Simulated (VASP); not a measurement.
# Al3Cu (Pmmm) in VASP: a series of runs

Runs on Al3Cu. Level: LDA. Tasks: single point.

All numbers are computed with VASP 6.6.1; they aren't measurements. Logs are shortened: lines on timing, memory, paths and dates and some standing lists are left out, and cuts for length are marked.

### 1 The cell of the first run

The structure is orthorhombic, space group Pmmm (No. 47). Conventional cell: a = 3.675 Å, b = 3.803 Å, c = 4.086 Å, α = 90.00°, β = 90.00°, γ = 90.00°. Within 3.5 Å of Al (site symmetry mmm) lie 8 Al at 2.64 to 2.79 Å and 4 Cu at 2.75 Å. Al (site symmetry mmm) has 4 Cu at 2.64 Å and 8 Al at 2.75 to 2.79 Å within 3.5 Å. Within 3.5 Å of Al (site symmetry mmm) lie 8 Al at 2.64 to 2.75 Å and 4 Cu at 2.79 Å. Within 3.5 Å of Cu (site symmetry mmm) lie 12 Al at 2.64 to 2.79 Å.

### 2 Single point, LDA

INCAR reads:

```
ALGO = Fast ; EDIFF = 1E-6
ENCUT = 520 ; GGA = CA
ISIF = 2 ; ISMEAR = 0
LASPH = True ; LCHARG = False
LREAL = False ; LWAVE = False
NBANDS = 18 ; NELM = 100
PREC = Accurate ; SIGMA = 0.15
```

KPOINTS reads:

```
k-points
0
Gamma
  10 10 10
```

POSCAR reads:

```
Al3Cu
1.0
    3.8034171850      0.0000000000      0.0000000000
    0.0000000000      4.0863653645      0.0000000000
    0.0000000000      0.0000000000      3.6748569426
Al Cu
3 1
Direct
    0.0000000000      0.5000000000      0.5000000000
    0.5000000000      0.0000000000      0.5000000000
    0.5000000000      0.5000000000      0.0000000000
    0.0000000000      0.0000000000      0.0000000000
```

Potentials or basis: VASP PAW LDA potentials, release 64 (Al, Cu).

The run is started by

```console
cat potpaw_LDA.64/Al/POTCAR potpaw_LDA.64/Cu/POTCAR > POTCAR
mpirun -np 1 vasp_std > vasp.out
```

OUTCAR:

```text
EDIFF = 1E-6
   ENCUT = 520
   GGA = CA
   ISIF = 2
   ISMEAR = 0
   LASPH = True
   LREAL = False
   NELM = 100
   PREC = Accurate

 ion  position               nearest neighbor table
   1  0.000  0.500  0.500-   3 2.64   3 2.64   3 2.64   3 2.64   4 2.75   4 2.75   4 2.75   4 2.75
                             2 2.79   2 2.79   2 2.79   2 2.79
   2  0.500  0.000  0.500-   4 2.64   4 2.64   4 2.64   4 2.64   3 2.75   3 2.75   3 2.75   3 2.75
                             1 2.79   1 2.79   1 2.79   1 2.79
   3  0.500  0.500  0.000-   1 2.64   1 2.64   1 2.64   1 2.64   2 2.75   2 2.75   2 2.75   2 2.75
                             4 2.79   4 2.79   4 2.79   4 2.79
   4  0.000  0.000  0.000-   2 2.64   2 2.64   2 2.64   2 2.64   1 2.75   1 2.75   1 2.75   1 2.75
                             3 2.79   3 2.79   3 2.79   3 2.79

  LATTYP: Found a simple orthorhombic cell.
 ALAT       =     3.6748569426
 B/A-ratio  =     1.0349837407
 C/A-ratio  =     1.1119794398

  Lattice vectors:

 A1 = (   0.0000000000,   0.0000000000,   3.6748569426)
 A2 = (   3.8034171850,   0.0000000000,   0.0000000000)
 A3 = (   0.0000000000,   4.0863653645,   0.0000000000)

Analysis of symmetry for initial positions (statically):
=====================================================================
 Subroutine PRICEL returns:
 Original cell was already a primitive cell.

 Routine SETGRP: Setting up the symmetry group for a
 simple orthorhombic supercell.

 Subroutine GETGRP returns: Found  8 space group operations
 (whereof  8 operations were pure point group operations)
 out of a pool of  8 trial point group operations.

The static configuration has the point symmetry D_2h.

Analysis of symmetry for dynamics (positions and initial velocities):
=====================================================================
 Subroutine PRICEL returns:
 Original cell was already a primitive cell.

 Routine SETGRP: Setting up the symmetry group for a
 simple orthorhombic supercell.

 Subroutine GETGRP returns: Found  8 space group operations
 (whereof  8 operations were pure point group operations)
 out of a pool of  8 trial point group operations.

The dynamic configuration has the point symmetry D_2h.

 Subroutine INISYM returns: Found  8 space group operations
 (whereof  8 operations are pure point group operations),
 and found     1 'primitive' translations

----------------------------------------------------------------------------------------

                                     Primitive cell

  volume of cell :      57.1152

  direct lattice vectors                    reciprocal lattice vectors
     3.803417185  0.000000000  0.000000000     0.262921460  0.000000000  0.000000000
     0.000000000  4.086365364  0.000000000     0.000000000  0.244716248  0.000000000
     0.000000000  0.000000000  3.674856943     0.000000000  0.000000000  0.272119436

  length of vectors
     3.803417185  4.086365364  3.674856943     0.262921460  0.244716248  0.272119436

  position of ions in fractional coordinates (direct lattice)
     0.000000000  0.500000000  0.500000000
     0.500000000  0.000000000  0.500000000
     0.500000000  0.500000000  0.000000000
     0.000000000  0.000000000  0.000000000

  ion indices of the primitive-cell ions
   primitive index   ion index
                 1           1
                 2           2
                 3           3
                 4           4

----------------------------------------------------------------------------------------

 KPOINTS: k-points

Automatic generation of k-mesh.
 Grid dimensions read from file:
 generate k-points for:   10   10   10

 Generating k-lattice:

  Cartesian coordinates                     Fractional coordinates (reciprocal lattice)
     0.026292146  0.000000000  0.000000000     0.100000000  0.000000000  0.000000000
     0.000000000  0.024471625  0.000000000     0.000000000  0.100000000  0.000000000
     0.000000000  0.000000000  0.027211944     0.000000000  0.000000000  0.100000000

  Length of vectors
     0.026292146  0.024471625  0.027211944

[... 48 lines left out ...]

 E-fermi :   8.5964     XC(G=0): -11.1770

 val. band max:        8.5925719437   @ k =   0.3000   0.2000   0.2000
 cond. band min:       8.6006616043   @ k =   0.0000   0.4000   0.0000
 fundamental gap:      0.0080896606
 Fermi energy:         8.5964397885

 k-point     1 :       0.0000    0.0000    0.0000
  band No.  band energies     occupation
      1      -2.8425      2.00000
      2       3.9319      2.00000
      3       4.1985      2.00000
      4       4.8247      2.00000
      5       4.8460      2.00000
      6       4.8570      2.00000
[... 10 lines left out ...]
     17      15.7466      0.00000
     18      16.4068      0.00000

 k-point     2 :       0.1000    0.0000    0.0000
  band No.  band energies     occupation
      1      -2.7399      2.00000
      2       3.8876      2.00000
      3       4.1239      2.00000
      4       4.7117      2.00000
      5       4.7844      2.00000
      6       4.8606      2.00000
[... 10 lines left out ...]
     17      15.7964      0.00000
     18      15.9758      0.00000

 k-point     3 :       0.2000    0.0000    0.0000
  band No.  band energies     occupation
      1      -2.4329      2.00000
      2       3.2012      2.00000
      3       4.1212      2.00000
      4       4.5327      2.00000
      5       4.6913      2.00000
      6       4.8701      2.00000
[... 10 lines left out ...]
     17      15.7146      0.00000
     18      15.9935      0.00000

 k-point     4 :       0.3000    0.0000    0.0000
  band No.  band energies     occupation
      1      -1.9258      2.00000
      2       1.9896      2.00000
      3       4.2096      2.00000
      4       4.4009      2.00000
      5       4.5937      2.00000
      6       4.8818      2.00000
[... 375 lines left out ...]
      4       4.3237      2.00000
      5       4.6381      2.00000
      6       4.7469      2.00000
[... 10 lines left out ...]
     17      15.1040      0.00000
     18      16.3867      0.00000

 k-point    23 :       0.4000    0.3000    0.0000
  band No.  band energies     occupation
      1      -0.4747      2.00000
      2       1.5147      2.00000
      3       2.7538      2.00000
      4       4.0581      2.00000
      5       4.5815      2.00000
      6       4.7671      2.00000
[... 10 lines left out ...]
     17      15.2032      0.00000
     18      15.6398      0.00000

 k-point    24 :       0.5000    0.3000    0.0000
  band No.  band energies     occupation
      1       0.1692      2.00000
      2       0.7121      2.00000
      3       3.1635      2.00000
      4       3.7548      2.00000
      5       4.5601      2.00000
      6       4.7757      2.00000
[... 10 lines left out ...]
     17      15.2278      0.00000
     18      15.3568      0.00000

 [... further k-points ...]

------------------------ aborting loop because EDIFF is reached ----------------------------------------

  FORCE on cell =-STRESS in cart. coord.  units (eV):
  Direction    XX          YY          ZZ          XY          YZ          ZX
  --------------------------------------------------------------------------------------
  -------------------------------------------------------------------------------------
  Total        1.1315743     -1.8358256      2.0696535      0.0000000      0.0000000      0.0000000
  in kB       31.7425675    -51.4980050     58.0572730      0.0000000      0.0000000      0.0000000
  external PRESSURE =      12.7672785 kB  Pullay stress =       0.0000000 kB

 VOLUME and BASIS-vectors are now :
 -----------------------------------------------------------------------------
  energy-cutoff  :      520.00
  volume of cell :       57.12
      direct lattice vectors                 reciprocal lattice vectors
     3.803417185  0.000000000  0.000000000     0.262921460  0.000000000  0.000000000
     0.000000000  4.086365364  0.000000000     0.000000000  0.244716248  0.000000000
     0.000000000  0.000000000  3.674856943     0.000000000  0.000000000  0.272119436

 POSITION                                       TOTAL-FORCE (eV/Angst)
 -----------------------------------------------------------------------------------
      0.00000      2.04318      1.83743         0.000000      0.000000      0.000000
      1.90171      0.00000      1.83743         0.000000      0.000000      0.000000
      1.90171      2.04318      0.00000         0.000000      0.000000      0.000000
      0.00000      0.00000      0.00000         0.000000      0.000000      0.000000
 -----------------------------------------------------------------------------------
    total drift:                               -0.000000     -0.000000     -0.000000

  FREE ENERGIE OF THE ION-ELECTRON SYSTEM (eV)
  ---------------------------------------------------
  free  energy   TOTEN  =       -17.2880495808 eV

  energy  without entropy=      -17.2697688711  energy(sigma->0) =      -17.27890923
```

Wall time 3 min (1 thread of Intel Xeon 6975P-C, shared host); peak memory 0.3 GiB.

Results:

| Quantity | Value |
| --- | --- |
| Free energy | -17.2880 eV |
| Pressure | 1.3 GPa |
| Band gap on the k mesh | zero (band 10 reaches 10.57 eV, above the bottom of band 11 at 6.59 eV) |

Levels at points of the mesh, in eV from the Fermi level:
```csv
k point,band 7,band 8,band 9,band 10,band 11,band 12,band 13,band 14
"(0.00, 0.00, 0.00)",-3.32,-2.23,-1.61,-1.06,0.42,1.36,6.00,6.35
"(0.50, 0.00, 0.00)",-3.52,-0.53,-0.24,0.06,1.10,1.13,1.64,2.74
"(0.00, 0.50, 0.00)",-3.65,0.22,0.28,0.74,0.88,0.92,2.65,2.82
"(0.50, 0.50, 0.00)",-3.62,-3.47,-3.17,1.97,3.39,3.77,4.05,4.60
"(0.00, 0.00, 0.50)",-3.44,-0.40,-0.05,0.22,0.63,0.81,1.70,2.23
"(0.50, 0.00, 0.50)",-3.50,-3.35,-3.23,0.85,2.56,2.73,2.73,2.95
"(0.00, 0.50, 0.50)",-3.61,-3.38,-3.18,1.55,2.95,3.51,3.57,4.03
"(0.50, 0.50, 0.50)",-3.94,-3.59,-3.49,-2.46,-2.01,-1.94,-1.76,11.32
```

Caveat: the cell differs from its parent crystal (strain +e along x and -e along y -0.0367, strain +e along z and -e/2 along x and y -0.0467).

### 3 Single point, LDA

This run uses another cell than the first one, of the same volume but with other edges.

INCAR reads:

```
PREC = Accurate ; ENCUT = 520
EDIFF = 1E-7 ; ISMEAR = 0
SIGMA = 0.15 ; LREAL = False
LASPH = True ; NELM = 100
ALGO = Fast ; ISIF = 2
LWAVE = False ; LCHARG = False
GGA = CA ; NBANDS = 18
```

KPOINTS reads:

```
Automatic mesh
0
Gamma
  10 10 10
```

POSCAR reads:

```
Al3Cu
1.0
    3.6233942969      0.0000000000      0.0000000000
    0.0000000000      3.9063424764      0.0000000000
    0.0000000000      0.0000000000      4.0349027188
Al Cu
3 1
Direct
    0.0000000000      0.5000000000      0.5000000000
    0.5000000000      0.0000000000      0.5000000000
    0.5000000000      0.5000000000      0.0000000000
    0.0000000000      0.0000000000      0.0000000000
```

Potentials or basis: VASP PAW LDA potentials, release 64 (Al, Cu).

The run is started by

```console
cat potpaw_LDA.64/Al/POTCAR potpaw_LDA.64/Cu/POTCAR > POTCAR
mpirun -np 1 vasp_std > vasp.out
```

Wall time 3.7 min (1 thread of Intel Xeon 6975P-C, shared host); peak memory 0.31 GiB.

Results (log left out):

- Free energy: -17.2918 eV
- Pressure: 1.0 GPa
- Band gap on the k mesh: zero (band 10 reaches 10.76 eV, above the bottom of band 11 at 6.57 eV)

Stress tensor (GPa, compression positive):
```
 6.60  0.00  0.00
 0.00  0.00  0.00
 0.00  0.00 -3.59
```

Levels at points of the mesh, in eV from the Fermi level:
| k point | band 6 | band 7 | band 8 | band 9 | band 10 | band 11 | band 12 | band 13 | band 14 | band 15 |
| --- | --- | --- | --- | --- | --- | --- | --- | --- | --- | --- |
| (0.00, 0.00, 0.00) | -3.76 | -3.17 | -2.69 | -1.36 | -0.97 | 0.07 | 1.55 | 5.81 | 6.00 | 6.47 |
| (0.50, 0.00, 0.00) | -3.72 | -3.42 | -0.21 | 0.14 | 0.24 | 0.40 | 0.51 | 1.86 | 1.86 | 3.20 |
| (0.00, 0.50, 0.00) | -3.73 | -3.60 | -0.48 | -0.28 | 0.14 | 1.20 | 1.25 | 1.79 | 2.90 | 4.38 |
| (0.50, 0.50, 0.00) | -4.00 | -3.57 | -3.34 | -3.23 | 0.93 | 2.53 | 2.84 | 2.91 | 3.09 | 3.22 |
| (0.00, 0.00, 0.50) | -3.75 | -3.65 | -0.12 | -0.09 | 0.57 | 1.02 | 1.16 | 2.35 | 2.82 | 4.30 |
| (0.50, 0.00, 0.50) | -3.95 | -3.61 | -3.35 | -3.21 | 1.24 | 2.69 | 3.21 | 3.25 | 3.58 | 3.76 |
| (0.00, 0.50, 0.50) | -3.91 | -3.63 | -3.54 | -3.19 | 2.14 | 3.63 | 3.80 | 4.25 | 4.85 | 4.91 |
| (0.50, 0.50, 0.50) | -4.09 | -3.92 | -3.61 | -3.52 | -2.47 | -2.05 | -1.90 | -1.81 | 11.27 | 11.55 |

Caveat: the cell differs from its parent crystal (strain +e along x and -e along y -0.0367, strain +e along z and -e/2 along x and y +0.0467).

### 4 Single point, LDA

INCAR reads:

```
ALGO     = Fast           # electronic algorithm
EDIFF    = 1E-6           # SCF threshold, eV
ENCUT    = 520            # plane-wave cutoff, eV
ISIF     = 2              # what is computed and relaxed
ISMEAR   = 0              # smearing method
LASPH    = True           # aspherical terms in the spheres
LCHARG   = False          # write CHGCAR
LREAL    = False          # projectors in reciprocal space
LWAVE    = False          # write WAVECAR
NBANDS   = 18             # bands
NELM     = 80             # most SCF steps
PREC     = Accurate       # precision mode
SIGMA    = 0.15           # smearing width, eV
```

KPOINTS reads:

```
k-points
0
Gamma
  10 10 10
```

POSCAR reads:

```
Al3Cu
1.0
    3.5274077891      0.0000000000      0.0000000000
    0.0000000000      4.0925331723      0.0000000000
    0.0000000000      0.0000000000      3.9446985308
Al Cu
3 1
Direct
    0.0000000000      0.5000000000      0.5000000000
    0.5000000000      0.0000000000      0.5000000000
    0.5000000000      0.5000000000      0.0000000000
    0.0000000000      0.0000000000      0.0000000000
```

The run is started by

```console
cat potpaw_LDA.64/Al/POTCAR potpaw_LDA.64/Cu/POTCAR > POTCAR
mpirun -np 1 vasp_std > vasp.out
```

It took 3.1 min on 1 thread of Intel Xeon 6975P-C, shared host; peak memory 0.31 GiB.

Results (log left out):

| Property | Result |
| --- | --- |
| Free energy | -17.2006 eV |
| Pressure | 1.6 GPa |
| Band gap on the k mesh | zero (band 10 reaches 11.19 eV, above the bottom of band 11 at 6.56 eV) |

Stress tensor (GPa, compression positive):
```
 8.27  0.00  0.00
 0.00 -3.72  0.00
 0.00  0.00  0.23
```

Levels at points of the mesh, in eV from the Fermi level:
| k point | band 7 | band 8 | band 9 | band 10 | band 11 | band 12 | band 13 | band 14 |
| --- | --- | --- | --- | --- | --- | --- | --- | --- |
| (0.00, 0.00, 0.00) | -3.38 | -2.86 | -1.19 | -0.83 | -0.14 | 2.07 | 5.37 | 5.62 |
| (0.50, 0.00, 0.00) | -3.36 | -0.30 | 0.12 | 0.19 | 0.29 | 0.52 | 1.65 | 1.79 |
| (0.00, 0.50, 0.00) | -3.68 | -0.33 | -0.30 | 0.33 | 1.41 | 1.64 | 2.12 | 3.29 |
| (0.50, 0.50, 0.00) | -3.64 | -3.28 | -3.23 | 1.16 | 2.53 | 3.11 | 3.30 | 3.41 |
| (0.00, 0.00, 0.50) | -3.63 | -0.72 | -0.49 | -0.18 | 1.48 | 1.61 | 1.73 | 3.41 |
| (0.50, 0.00, 0.50) | -3.59 | -3.26 | -3.25 | 0.83 | 2.36 | 2.71 | 2.87 | 2.92 |
| (0.00, 0.50, 0.50) | -3.66 | -3.58 | -3.20 | 2.55 | 3.97 | 4.17 | 4.70 | 5.28 |
| (0.50, 0.50, 0.50) | -3.85 | -3.64 | -3.53 | -2.38 | -2.09 | -1.87 | -1.77 | 10.84 |

Caveat: the cell differs from its parent crystal (strain +e along x and -e along y -0.0733, strain +e along z and -e/2 along x and y +0.0233).

### 5 Single point, LDA

INCAR reads:

```
SYSTEM = Al3Cu
PREC = Accurate
ENCUT = 520
EDIFF = 1E-7
ISMEAR = 0
SIGMA = 0.15
LREAL = .FALSE.
LASPH = .TRUE.
NELM = 100
ALGO = Fast
ISIF = 2
LWAVE = .FALSE.
LCHARG = .TRUE.
LELF = .TRUE.
LVHAR = .TRUE.
NBANDS = 18
```

KPOINTS reads:

```
Automatic mesh
0
G
  10 10 10
  0 0 0
```

POSCAR reads:

```
Al3Cu
1.0
    3.6172264891      0.0000000000      0.0000000000
    0.0000000000      4.1823518723      0.0000000000
    0.0000000000      0.0000000000      3.7650611306
Al Cu
3 1
Direct
    0.0000000000      0.5000000000      0.5000000000
    0.5000000000      0.0000000000      0.5000000000
    0.5000000000      0.5000000000      0.0000000000
    0.0000000000      0.0000000000      0.0000000000
```

The run is started by

```console
cat potpaw_LDA.64/Al/POTCAR potpaw_LDA.64/Cu/POTCAR > POTCAR
mpirun -np 1 vasp_std > vasp.out
```

It took 2.9 min on 1 thread of Intel Xeon 6975P-C, shared host; peak memory 0.31 GiB.

The run converged. Its results:

```yaml
Free_energy: -17.1915 eV
Pressure: 2.0 GPa
Band_gap_on_the_k_mesh: zero (band 10 reaches 10.82 eV, above the bottom of band 11 at 6.59 eV)
```

Stress tensor (GPa, compression positive):
```
 7.14  0.00  0.00
 0.00 -5.84  0.00
 0.00  0.00  4.81
```

Levels at points of the mesh, in eV from the Fermi level:
```csv
k point,band 6,band 7,band 8,band 9,band 10,band 11,band 12,band 13,band 14,band 15
"(0.00, 0.00, 0.00)",-3.72,-3.62,-2.06,-1.35,-1.31,0.55,1.69,5.72,6.31,6.43
"(0.50, 0.00, 0.00)",-3.68,-3.41,-0.63,-0.18,-0.10,0.84,1.04,1.34,2.50,3.86
"(0.00, 0.50, 0.00)",-3.77,-3.68,0.23,0.39,0.87,1.02,1.11,2.92,3.01,4.34
"(0.50, 0.50, 0.00)",-3.85,-3.63,-3.35,-3.18,1.69,2.98,3.73,3.75,4.18,4.45
"(0.00, 0.00, 0.50)",-3.68,-3.51,-0.79,-0.40,-0.31,1.23,1.41,1.45,3.12,4.56
"(0.50, 0.00, 0.50)",-4.04,-3.49,-3.30,-3.25,0.70,2.43,2.53,2.62,2.63,2.68
"(0.00, 0.50, 0.50)",-3.82,-3.64,-3.47,-3.17,2.21,3.51,4.08,4.32,4.84,5.07
"(0.50, 0.50, 0.50)",-3.97,-3.87,-3.60,-3.48,-2.39,-2.02,-1.95,-1.67,10.65,11.09
```

Caveat: the cell differs from its parent crystal (strain +e along x and -e along y -0.0733, strain +e along z and -e/2 along x and y -0.0233).

### 6 Summary

| cell | further INCAR settings | gap on the mesh (eV) | pressure (GPa) |
| --- | --- | --- | --- |
| a = 3.803, b = 4.086, c = 3.675 Å, 4 atoms | ALGO = Fast; EDIFF = 1e-06; NBANDS = 18 | none | 1.3 |
| a = 3.623, b = 3.906, c = 4.035 Å, 4 atoms | ALGO = Fast; EDIFF = 1e-07; NBANDS = 18 | none | 1.0 |
| a = 3.527, b = 4.093, c = 3.945 Å, 4 atoms | ALGO = Fast; EDIFF = 1e-06; NBANDS = 18 | none | 1.6 |
| a = 3.617, b = 4.182, c = 3.765 Å, 4 atoms | ALGO = Fast; EDIFF = 1e-07; NBANDS = 18 | none | 2.0 |

Alike in all rows: task single point; level LDA; potentials or basis VASP PAW LDA potentials, release 64 (Al, Cu); no spin polarisation; k mesh 10 × 10 × 10; cutoff (eV) 520; smearing gaussian 0.15 eV.

Absolute energies hang on the potentials; compare differences alone.
